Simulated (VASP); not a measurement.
Set up this calculation in VASP 6.6.1, as the native input.

| Item | Value |
| --- | --- |
| Task | single point |
| Functional | PBE |
| Potentials or basis | VASP PAW PBE potentials, release 64 (Sn_d, O) |
| Cutoff | 520 eV |
| k mesh | 6 × 6 × 8 |
| Occupations | gaussian, width 0.05 eV |
| Spin | no spin polarisation |
| Dipole correction | no |
| Further INCAR settings | ALGO = Normal; EDIFF = 1e-06; NBANDS = 35 |

The structure of SnO2 lies in POSCAR:

```
SnO2
1.0
    4.7631470489     -0.0875990215     -0.0584957935
   -0.0875990215      4.7955835490      0.1109861689
   -0.0393449917      0.0746506652      3.2114866559
Sn O
2 4
Direct
   -0.0015080286     -0.0016289385     -0.0102571801
    0.4948904724      0.4980243515      0.4874712988
    0.3006579303      0.3108944610      0.0011589709
    0.2029485838      0.8083849072      0.5052741731
    0.6957178291      0.6926840734      0.0204746481
    0.8072932129      0.1916411454      0.4958780892
```

This cell differs from its parent crystal: atoms moved at random and the cell strained at random.

One way to write it, as run:

INCAR

```
SYSTEM = SnO2
PREC = Accurate ; ENCUT = 520
EDIFF = 1E-6 ; ISMEAR = 0
SIGMA = 0.05 ; LREAL = .FALSE.
LASPH = .TRUE. ; NELM = 60
ALGO = Normal ; ISIF = 2
LWAVE = .FALSE. ; LCHARG = .FALSE.
GGA = PE ; NBANDS = 35
```

KPOINTS

```
Automatic mesh
0
G
  6 6 8
  0 0 0
```

Potentials or basis: VASP PAW PBE potentials, release 64 (Sn_d, O).

Command:

```console
$ cat potpaw_PBE.64/Sn_d/POTCAR potpaw_PBE.64/O/POTCAR > POTCAR
$ mpirun -np 1 vasp_std > vasp.out
```

It gave:

```yaml
Pressure: 7.3 GPa
Largest_force: 1.530 eV/Å
Band_gap_on_the_k_mesh: 0.96 eV
```

Caveat: the cell differs from its parent crystal (atoms moved at random and the cell strained at random); the cell stands under pressure; spin-orbit coupling is left out, which moves the levels of the heavy elements; forces of over 1 eV/Å act on the atoms, so gaps and moduli don't describe the material at rest.

Wall time 7.5 min on 1 thread of Oxide Virtual Turin-like Processor, with other jobs on the host, peak memory 0.35 GiB.
